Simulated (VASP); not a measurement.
Here is a VASP 6.6.1 calculation.

The input POSCAR:

```
HfC
1.0
    0.0000000000      2.3093955030      2.3093955030
    2.3093955030      0.0000000000      2.3093955030
    2.3093955030      2.3093955030      0.0000000000
Hf C
1 1
Direct
    0.5000000000      0.5000000000      0.5000000000
    0.0000000000      0.0000000000      0.0000000000
```

INCAR.step1

```
PREC = Accurate ; ENCUT = 520
EDIFF = 1E-5 ; ISMEAR = -1
SIGMA = 0.05 ; LREAL = F
LASPH = T ; NELM = 80
ALGO = Normal ; ISIF = 2
LWAVE = T ; NBANDS = 14
GGA = PE
```

Contents of INCAR.step2:

```
PREC = Accurate ; ENCUT = 520
EDIFF = 1E-6 ; ISMEAR = -1
SIGMA = 0.05 ; LREAL = F
LASPH = T ; NELM = 80
ALGO = Normal ; ISIF = 2
LWAVE = F ; LCHARG = T
GGA = PE ; LHFCALC = T
AEXX = 0.25 ; PRECFOCK = Normal
LELF = T ; LVHAR = T
NBANDS = 14 ; ISTART = 1
```

File KPOINTS:

```
Automatic mesh
0
Gamma
  6 6 6
```

Potentials or basis: VASP PAW PBE potentials, release 64 (Hf_pv, C).

Run with:

```sh
$ cat potpaw_PBE.64/Hf_pv/POTCAR potpaw_PBE.64/C/POTCAR > POTCAR
$ cp INCAR.step1 INCAR
$ mpirun -np 1 vasp_std > vasp.out
$ cp INCAR.step2 INCAR
$ mpirun -np 1 vasp_std > vasp.out
```

Problem. Estimate the pressure.

Solution. 0.4 GPa.

Problem. What does it give for the band gap on the k mesh?

Solution. Zero (bands 7 and 8 overlap by 2.14 eV).

Caveat: the k points lie up to 0.39 Å⁻¹ apart, too coarse for converged energies and pressures of a metal; the PAW data sets were made with another functional, which shifts forces and pressure a little; spin-orbit coupling is left out, which moves the levels of the heavy elements.
